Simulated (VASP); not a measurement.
# Fe (Im-3m) in VASP: relaxation of cell and atoms with PBE

Aim: the relaxation of cell and atoms of Fe with PBE.

All numbers are computed with VASP 6.6.1; they aren't measurements. Logs are shortened: lines on timing, memory, paths and dates and some standing lists are left out, and cuts for length are marked.

**1. The cell of the first run**

It takes space group Im-3m (No. 229, cubic). The conventional cell has a = 2.833 Å, b = 2.833 Å, c = 2.833 Å, α = 90.00°, β = 90.00°, γ = 90.00°. Within 3.2 Å of Fe (site symmetry m-3m) lie 14 Fe at 2.45 to 2.83 Å.

**2. Relaxation of cell and atoms, PBE, collinear spin, ferromagnetic start**

File INCAR:

```
SYSTEM = Fe
PREC     = Accurate       ! precision mode
ENCUT    = 600            ! plane-wave cutoff, eV
EDIFF    = 1E-7           ! SCF threshold, eV
ISMEAR   = -1             ! smearing method
SIGMA    = 0.1            ! smearing width, eV
LREAL    = .False.        ! projectors in reciprocal space
LASPH    = .True.         ! aspherical terms in the spheres
NELM     = 150            ! most SCF steps
ALGO     = Normal         ! electronic algorithm
ISIF     = 3              ! what is computed and relaxed
LWAVE    = .False.        ! write WAVECAR
LCHARG   = .False.        ! write CHGCAR
ISPIN    = 2              ! spin polarisation
MAGMOM   = 2.5            ! initial moments
LORBIT   = 11             ! projections on sites
LMAXMIX  = 4              ! l up to which the mixer works
GGA      = PE             ! functional
IBRION   = 2              ! ionic algorithm
NSW      = 60             ! ionic steps
EDIFFG   = -0.005         ! ionic threshold
```

File KPOINTS:

```
regular mesh
0
Gamma
  22 22 22
  0 0 0
```

File POSCAR:

```
Fe
1.0
   -1.4163059443      1.4163059443      1.4163059443
    1.4163059443     -1.4163059443      1.4163059443
    1.4163059443      1.4163059443     -1.4163059443
Fe
1
Direct
    0.0000000000      0.0000000000      0.0000000000
```

Potentials or basis: VASP PAW PBE potentials, release 64 (Fe).

On the command line:

```sh
$ cat potpaw_PBE.64/Fe/POTCAR > POTCAR
$ mpirun -np 1 vasp_std > vasp.out
```

OUTCAR:

```text
SYSTEM = Fe
   PREC = Accurate
   ENCUT = 600
   EDIFF = 1E-7
   ISMEAR = -1
   LREAL = .False.
   LASPH = .True.
   NELM = 150
   ISIF = 3
   ISPIN = 2
   LORBIT = 11
   GGA = PE
   IBRION = 2
   NSW = 60
   EDIFFG = -0.005

 ion  position               nearest neighbor table
   1  0.000  0.000  0.000-

  LATTYP: Found a body centered cubic cell.
 ALAT       =     2.8326118886

  Lattice vectors:

 A1 = (  -1.4163059443,   1.4163059443,   1.4163059443)
 A2 = (   1.4163059443,  -1.4163059443,   1.4163059443)
 A3 = (   1.4163059443,   1.4163059443,  -1.4163059443)

Analysis of symmetry for initial positions (statically):
=====================================================================
 Subroutine PRICEL returns:
 Original cell was already a primitive cell.

 Routine SETGRP: Setting up the symmetry group for a
 body centered cubic supercell.

 Subroutine GETGRP returns: Found 48 space group operations
 (whereof 48 operations were pure point group operations)
 out of a pool of 48 trial point group operations.

The static configuration has the point symmetry O_h .

Analysis of symmetry for dynamics (positions and initial velocities):
=====================================================================
 Subroutine PRICEL returns:
 Original cell was already a primitive cell.

 Routine SETGRP: Setting up the symmetry group for a
 body centered cubic supercell.

 Subroutine GETGRP returns: Found 48 space group operations
 (whereof 48 operations were pure point group operations)
 out of a pool of 48 trial point group operations.

The dynamic configuration has the point symmetry O_h .

Analysis of structural, dynamic, and magnetic symmetry:
=====================================================================
 Subroutine PRICEL returns:
 Original cell was already a primitive cell.

 Routine SETGRP: Setting up the symmetry group for a
 body centered cubic supercell.

 Subroutine GETGRP returns: Found 48 space group operations
 (whereof 48 operations were pure point group operations)
 out of a pool of 48 trial point group operations.

The overall configuration has the point symmetry O_h .

 Subroutine INISYM returns: Found 48 space group operations
 (whereof 48 operations are pure point group operations),
 and found     1 'primitive' translations

----------------------------------------------------------------------------------------

                                     Primitive cell

  volume of cell :      11.3640

  direct lattice vectors                    reciprocal lattice vectors
    -1.416305944  1.416305944  1.416305944     0.000000000  0.353031068  0.353031068
     1.416305944 -1.416305944  1.416305944     0.353031068  0.000000000  0.353031068
     1.416305944  1.416305944 -1.416305944     0.353031068  0.353031068  0.000000000

  length of vectors
     2.453113855  2.453113855  2.453113855     0.499261324  0.499261324  0.499261324

  position of ions in fractional coordinates (direct lattice)
     0.000000000  0.000000000  0.000000000

  ion indices of the primitive-cell ions
   primitive index   ion index
                 1           1

----------------------------------------------------------------------------------------

 KPOINTS: regular mesh

Automatic generation of k-mesh.
 Grid dimensions read from file:
 generate k-points for:   22   22   22

 Generating k-lattice:

  Cartesian coordinates                     Fractional coordinates (reciprocal lattice)
     0.000000000  0.016046867  0.016046867     0.045454545  0.000000000  0.000000000
     0.016046867  0.000000000  0.016046867     0.000000000  0.045454545  0.000000000
     0.016046867  0.016046867  0.000000000     0.000000000  0.000000000  0.045454545

  Length of vectors
     0.022693697  0.022693697  0.022693697

  Shift w.r.t. Gamma in fractional coordinates (k-lattice)
     0.000000000  0.000000000  0.000000000

 Subroutine IBZKPT returns following result:
 ===========================================

 Found    328 irreducible k-points:

 Following reciprocal coordinates:
            Coordinates               Weight
  0.000000  0.000000  0.000000      1.000000
  0.045455  0.000000  0.000000     12.000000
  0.090909  0.000000  0.000000     12.000000
  0.136364  0.000000  0.000000     12.000000
  0.181818  0.000000  0.000000     12.000000
  0.227273  0.000000  0.000000     12.000000
[... 16 lines left out ...]
  0.090909  0.090909  0.000000     24.000000
  0.136364  0.090909  0.000000     48.000000
 [... further k-points ...]
   k-points           NKPTS =    328   k-points in BZ     NKDIM =    328   number of bands    NBANDS=      9
   number of dos      NEDOS =    301   number of ions     NIONS =      1
   total plane-waves  NPLWV =   8000
   dimension x,y,z NGX =    20 NGY =   20 NGZ =   20
   dimension x,y,z NGXF=    40 NGYF=   40 NGZF=   40
   ions per type =               1
   NGX,Y,Z   is equivalent  to a cutoff of  13.55, 13.55, 13.55 a.u.
   NGXF,Y,Z  is equivalent  to a cutoff of  27.11, 27.11, 27.11 a.u.
 SYSTEM =  Fe
   PREC   = accura    normal or accurate (medium, high low for compatibility)
   ISTART =      0    job   : 0-new  1-cont  2-samecut
   ICHARG =      2    charge: 1-file 2-atom 10-const
   ISPIN  =      2    spin polarized calculation?
   LNONCOLLINEAR =      F non collinear calculations
   LSORBIT =      F    spin-orbit coupling
   LASPH  =      T    aspherical Exc in radial PAW
   ENCUT  =  600.0 eV  44.10 Ry    6.64 a.u.   4.90  4.90  4.90*2*pi/ulx,y,z
   NELM   =    150;   NELMIN=  2; NELMDL= -5     # of ELM steps
   EDIFF  = 0.1E-06   stopping-criterion for ELM
   LREAL  =      F    real-space projection
   EDIFFG = -.5E-02   stopping-criterion for IOM
   NSW    =     60    number of steps for IOM
   IBRION =      2    ionic relax: 0-MD 1-quasi-New 2-CG
   NFREE  =      1    steps in history (QN), initial steepest desc. (CG)
   ISIF   =      3    stress and relaxation
   ISYM   =      2    0-nonsym 1-usesym 2-fastsym
   POTIM  = 0.5000    time-step for ionic-motion
   TEBEG  =    0.0;   TEEND  =   0.0 temperature during run
   PSTRESS=    0.0 pullay stress
   NELECT =       8.0000    total number of electrons
   NUPDOWN=      -1.0000    fix difference up-down
   EMIN   =  10.00;   EMAX   =-10.00  energy-range for DOS
   EFERMI =   0.00;   METHOD = LEGACY
   ISMEAR =    -1;   SIGMA  =   0.10  broadening in eV -4-tet -1-fermi 0-gaus
   EFERMI_NEDOS =   21; number of points for ismear=-14 and -15
   IALGO  =     38    algorithm
   IMIX   =      4    mixing-type and parameters
     AMIX     =   0.40;   BMIX     =  1.00
     AMIX_MAG =   1.60;   BMIX_MAG =  1.00
  volume/ion in A,a.u.               =      11.36        76.69
  Fermi-wavevector in a.u.,A,eV,Ry     =   1.456334  2.752073 28.856728  2.120910
  Thomas-Fermi vector in A             =   2.573265
   LORBIT       =     11    0 simple, 1 ext, 2 COOP (PROOUT), +10 PAW based schemes
   GGA     = PE    functional components
   LHFCALC =     F    Hartree Fock is set to
   AEXX    =    0.0000 exact exchange contribution
   IVDW    =     0    specifies the selected vdW correction
   LEPSILON=     F    determine dielectric tensor
   LRPA    =     F    only Hartree local field effects (RPA)
 conjugate gradient relaxation of ions
 spin polarized calculation
  energy-cutoff  :      600.00
  volume of cell :       11.36
 maximum number of plane-waves:       390
   NGX =  9   NGY =  9   NGZ =  9

--------------------------------------- Ionic step        1  -------------------------------------------

 number of electron       8.0000006 magnetization       2.1823881

 Free energy of the ion-electron system (eV)
  ---------------------------------------------------
  ext. energy  EPLUGINS =         0.00000000
  ---------------------------------------------------
  free energy    TOTEN  =        -8.25820314 eV

  energy without entropy =       -8.22671472  energy(sigma->0) =       -8.24245893

------------------------ aborting loop because EDIFF is reached ----------------------------------------

  FORCE on cell =-STRESS in cart. coord.  units (eV):
  Direction    XX          YY          ZZ          XY          YZ          ZX
  --------------------------------------------------------------------------------------
  -------------------------------------------------------------------------------------
  Total       -0.0187929     -0.0187929     -0.0187929      0.0000000     -0.0000000     -0.0000000
  in kB       -2.6495626     -2.6495626     -2.6495626      0.0000000     -0.0000000     -0.0000000
  external PRESSURE =      -2.6495626 kB  Pullay stress =       0.0000000 kB
[... 55 lines left out ...]
  energy  without entropy=       -8.2267912674  energy(sigma->0) =       -8.24250073

--------------------------------------- Ionic step        3  -------------------------------------------

 number of electron       8.0000006 magnetization       2.1797759

 Free energy of the ion-electron system (eV)
  ---------------------------------------------------
  ext. energy  EPLUGINS =         0.00000000
  ---------------------------------------------------
  free energy    TOTEN  =        -8.25821917 eV

  energy without entropy =       -8.22677223  energy(sigma->0) =       -8.24249570

 E-fermi :   5.8442     XC(G=0): -13.1244

 val. band max:        5.8426046063   @ k =  -0.4091   0.4545   0.3182
 cond. band min:       5.8500886288   @ k =  -0.4091   0.4545   0.3636
 fundamental gap:      0.0074840225
 Fermi energy:         5.8442156231

 spin component 1

 k-point     1 :       0.0000    0.0000    0.0000
  band No.  band energies     occupation
      1      -2.6035      1.00000
      2       3.5370      1.00000
      3       3.5370      1.00000
      4       3.5370      1.00000
      5       4.7481      0.99998
      6       4.7481      0.99998
      7      30.8707      0.00000
      8      30.8707      0.00000
      9      30.8707      0.00000
[... 265 lines left out ...]
 k-point    24 :       0.1364    0.0909    0.0000
  band No.  band energies     occupation
      1      -1.0751      1.00000
      2       3.2096      1.00000
      3       3.3081      1.00000
      4       4.4138      1.00000
      5       4.4924      1.00000
      6       4.8349      0.99996
      7      24.8845      0.00000
      8      26.5883      0.00000
      9      30.5516      0.00000

 [... further k-points ...]

 spin component 2

 k-point     1 :       0.0000    0.0000    0.0000
  band No.  band energies     occupation
      1      -2.4359      1.00000
      2       5.4335      0.98381
      3       5.4336      0.98379
      4       5.4336      0.98379
      5       7.4922      0.00000
      6       7.4923      0.00000
      7      30.6217      0.00000
      8      30.6217      0.00000
      9      30.6217      0.00000
[... 304 lines left out ...]
  FREE ENERGIE OF THE ION-ELECTRON SYSTEM (eV)
  ---------------------------------------------------
  free  energy   TOTEN  =        -8.2582191658 eV

  energy  without entropy=       -8.2267722252  energy(sigma->0) =       -8.24249570

 reached required accuracy - stopping structural energy minimisation

 total charge

# of ion       s       p       d       tot
------------------------------------------
    1        0.488   0.542   6.241   7.271

 magnetization (x)

# of ion       s       p       d       tot
------------------------------------------
    1       -0.013  -0.055   2.245   2.177
```

Wall time 2.4 min (1 thread of Oxide Virtual Turin-like, shared host); peak memory 0.16 GiB.

Results:

| Item | Value |
| --- | --- |
| Free energy | -8.2582 eV |
| Relaxed volume | 11.35 Å³/atom |
| Relaxed cell | a = 2.452 Å, b = 2.452 Å, c = 2.452 Å, α = 109.47°, β = 109.47°, γ = 109.47° |
| Space group after relaxing (to 0.05 Å) | Im-3m (No. 229) |
| Energy gained by relaxing | 0.0 meV/atom |
| Ionic steps | 3 |
| Pressure after relaxing | 0.0 GPa |
| Net moment | 2.18 μB per cell |
| Site moments | Fe +2.18 μB |
| Valence electrons inside the program's atomic spheres | Fe 7.27 |

Final structure:
```cif
data_structure
_symmetry_space_group_name_H-M 'P 1'
_symmetry_Int_Tables_number 1
_cell_length_a 2.4518
_cell_length_b 2.4518
_cell_length_c 2.4518
_cell_angle_alpha 109.471
_cell_angle_beta 109.471
_cell_angle_gamma 109.471
_cell_volume 11.35
loop_
_atom_site_label
_atom_site_type_symbol
_atom_site_fract_x
_atom_site_fract_y
_atom_site_fract_z
_atom_site_occupancy
Fe1 Fe 0.00000 0.00000 0.00000 1
```

Levels at points of the mesh, in eV from the Fermi level:
Spin up:
```csv
k point,band 1,band 2,band 3,band 4,band 5,band 6,band 7,band 8,band 9
"(0.00, 0.00, 0.00)",-8.45,-2.31,-2.31,-2.31,-1.10,-1.10,25.03,25.03,25.03
"(0.50, 0.00, 0.00)",-4.93,-3.39,-1.03,-0.91,0.39,0.51,7.36,18.37,20.24
"(0.50, 0.50, 0.50)",-4.86,-4.86,0.12,0.12,0.12,9.94,9.94,9.94,15.65
```
Spin down:
```
           k point  band 1  band 2  band 3  band 4  band 5  band 6
(0.00, 0.00, 0.00)   -8.28   -0.41   -0.41   -0.41    1.65    1.65
(0.50, 0.00, 0.00)   -3.66   -1.69    0.62    1.50    1.90    2.59
(0.50, 0.50, 0.50)   -3.04   -3.04    2.29    2.29    2.29   10.21
```
